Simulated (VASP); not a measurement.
Ta, 1 atom in the cell. Symmetry: Im-3m, No. 229, cubic system. Conventional cell: a = 3.284 Å, b = 3.284 Å, c = 3.284 Å, α = 90.00°, β = 90.00°, γ = 90.00°. Within 3.7 Å of Ta (site symmetry m-3m) lie 14 Ta at 2.84 to 3.28 Å. 

```yaml
Program: VASP 6.6.1
Task: single point
Functional: PBEsol
Potentials_or_basis: VASP PAW PBE potentials, release 64 (Ta_pv)
Cutoff: 520 eV
k_mesh: 16 × 16 × 16
Occupations: fermi-dirac, width 0.15 eV
Spin: no spin polarisation
Dipole_correction: no
Further_INCAR_settings: ALGO = Normal; EDIFF = 1e-06; NBANDS = 12
```

Potentials or basis: VASP PAW PBE potentials, release 64 (Ta_pv).

The run is started by

```sh
$ cat potpaw_PBE.64/Ta_pv/POTCAR > POTCAR
$ mpirun -np 1 vasp_std > vasp.out
```

Hardware: 1 thread of Intel(R) Xeon(R) 6975P-C (Granite Rapids), on a shared host.

**Question.** How long does it take, and how much memory?

**Answer.** Wall time 8 s on 1 thread of Intel(R) Xeon(R) 6975P-C (Granite Rapids), on a shared host, peak memory 0.16 GiB. Counts: scf iterations 11, k points 145.
